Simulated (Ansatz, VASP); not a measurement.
Zr: VASP beside Ansatz

```
Zr
1.0
    -1.58732    1.58732    1.58732
     1.58732   -1.58732    1.58732
     1.58732    1.58732   -1.58732
Zr
1
Direct
  0.00000 0.00000 0.00000
```

Change from the starting cell: volume scaled by 0.7, PAW files.

Alike in both runs: task single point; functional PBE; k mesh 16 × 16 × 16; occupations fermi-dirac, width 0.05 eV; no spin polarisation.

```csv
,VASP,Ansatz
version,VASP 6.6.1,Ansatz 0.2.0
potentials or method,"VASP PAW PBE potentials, release 64 (Zr_sv)","PAW with Ansatz's default frozen-core files, scalar-relativistic"
plane-wave cutoff (eV),520,420
valence electrons in the cell,12,12
```

Ansatz gave:

```
pressure (GPa) : 55.1
```

Question: What did VASP give for the same quantities?

Answer: Pressure (GPa): 55.4.

Both programs put the cell under a high pressure, so it lies far from rest at this level. With one functional, cell and mesh, what is left measures potentials, basis and numerics.
